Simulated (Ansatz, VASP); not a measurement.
**TaV in VASP and in Ansatz**

```
CELL_PARAMETERS angstrom
1.60670 -2.30777 0.00000
1.60670 2.30777 0.00000
0.00000 0.00000 4.34136
ATOMIC_POSITIONS crystal
Ta 0.00000 0.00000 0.00000
V 0.50000 0.50000 0.50000
```

Alike in both runs: functional LDA; k mesh 7 × 7 × 5; occupations fermi-dirac, width 0.05 eV; collinear spin.

```csv
,VASP,Ansatz
version,VASP 6.6.1,Ansatz 0.2.0
potentials or method,"VASP PAW LDA potentials, release 64 (Ta_pv, V_sv), cutoff 520 eV","all-electron LAPW, scalar-relativistic"
task,single point,band structure
```

Ansatz gave:

- gap on the k mesh at the Fermi level (eV): none
- pressure (GPa): -12.7
- traceless stress, the component that is largest in VASP (GPa): -0.69
- net moment per atom (μB): 0.00

Question: What did VASP give for the same quantities?

Answer: gap on the k mesh at the Fermi level (eV): none; pressure (GPa): -12.0; traceless stress, the component that is largest in VASP (GPa): -0.63; net moment per atom (μB): 0.00.

LDA's correlation is that of Perdew and Zunger in VASP and of Perdew and Wang (1992) in Ansatz. A gap of «none» marks a metal or a gap that the smearing closes. Ansatz ran all-electron here, and VASP with PAW potentials.

Neither program's run includes spin-orbit coupling. Noted on Ansatz's run: the k mesh is thin for a metal, which can move the energy by tens of meV per atom.
